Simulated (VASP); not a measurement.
Input of a VASP 6.6.1 run:

The input INCAR:

```
SYSTEM = RbCaH3
  PREC = Accurate
  ENCUT = 520
  EDIFF = 1E-6
  ISMEAR = 0
  SIGMA = 0.05
  LREAL = .FALSE.
  LASPH = .TRUE.
  NELM = 80
  ALGO = Normal
  ISIF = 2
  LWAVE = .FALSE.
  LCHARG = .TRUE.
  LELF = .TRUE.
  LVHAR = .TRUE.
  NBANDS = 19
```

The input KPOINTS:

```
Automatic mesh
0
G
  6 6 6
  0 0 0
```

Contents of POSCAR:

```
RbCaH3
1.0
    4.4333250000      0.0000000000      0.0000000000
    0.0000000000      4.4333250000      0.0000000000
    0.0000000000      0.0000000000      4.5470000000
Rb Ca H
1 1 3
Direct
    0.0000000000      0.0000000000      0.0000000000
    0.5000000000      0.5000000000      0.5000000000
    0.0000000000      0.5000000000      0.5000000000
    0.5000000000      0.0000000000      0.5000000000
    0.5000000000      0.5000000000      0.0000000000
```

Potentials or basis: VASP PAW LDA potentials, release 64 (Rb_sv, Ca_sv, H).

Launch:

```console
$ cat potpaw_LDA.64/Rb_sv/POTCAR potpaw_LDA.64/Ca_sv/POTCAR potpaw_LDA.64/H/POTCAR > POTCAR
$ mpirun -np 1 vasp_std > vasp.out
```

Q: What does it give for the band gap on the k mesh?

A: 2.86 eV.

Q: Estimate the pressure.

A: -1.3 GPa.

Stress tensor (GPa, compression positive):
```
-0.88  0.00  0.00
 0.00 -0.88  0.00
 0.00  0.00 -2.01
```

Caveat: the cell differs from its parent crystal (strain -0.0250 x Voigt [1, 1, 0, 0, 0, 0]). A k mesh can miss the band edges.
